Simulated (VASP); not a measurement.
Set up this calculation in VASP 6.6.1, as the native input.

| Property | Result |
| --- | --- |
| Task | single point |
| Functional | PBE |
| Potentials or basis | VASP PAW PBE potentials, release 64 (Sn_d, O) |
| Cutoff | 520 eV |
| k mesh | 10 × 10 × 8 |
| Occupations | gaussian, width 0.05 eV |
| Spin | no spin polarisation |
| Dipole correction | no |
| Further INCAR settings | ALGO = Normal; EDIFF = 1e-06; NBANDS = 28 |

The structure of SnO lies in POSCAR:

```
SnO
1.0
    3.8681707514      0.0000000000      0.0000000000
    0.0000000000      3.8681707514      0.0000000000
    0.0000000000      0.0000000000      4.9912677446
Sn O
2 2
Direct
    0.0000000000      0.5000000000      0.2287361932
    0.5000000000      0.0000000000      0.7712638068
    0.0000000000      0.0000000000      0.0000000000
    0.5000000000      0.5000000000      0.0000000000
```

This cell differs from its parent crystal: strain +0.000 along x and y, -0.015 along z.

One way to write it, as run:

INCAR

```
SYSTEM = SnO
PREC = Accurate ; ENCUT = 520
EDIFF = 1E-6 ; ISMEAR = 0
SIGMA = 0.05 ; LREAL = .False.
LASPH = .True. ; NELM = 80
ALGO = Normal ; ISIF = 2
LWAVE = .False. ; LCHARG = .False.
GGA = PE ; NBANDS = 28
```

KPOINTS

```
Automatic mesh
0
Gamma
  10 10 8
  0 0 0
```

Potentials or basis: VASP PAW PBE potentials, release 64 (Sn_d, O).

Launch:

```console
$ cat potpaw_PBE.64/Sn_d/POTCAR potpaw_PBE.64/O/POTCAR > POTCAR
$ mpirun -np 1 vasp_std > vasp.out
```

Results of the run:

The pressure is 1.3 GPa and the largest force is 0.347 eV/Å. The band gap on the k mesh is 0.50 eV, indirect (least direct gap 1.93 eV).

Caveat: the cell differs from its parent crystal (strain +0.000 along x and y, -0.015 along z); spin-orbit coupling is left out, which moves the levels of the heavy elements.

Wall time 2.6 min on 1 thread of Intel Xeon 6975P-C, with other jobs on the host, peak memory 0.31 GiB.
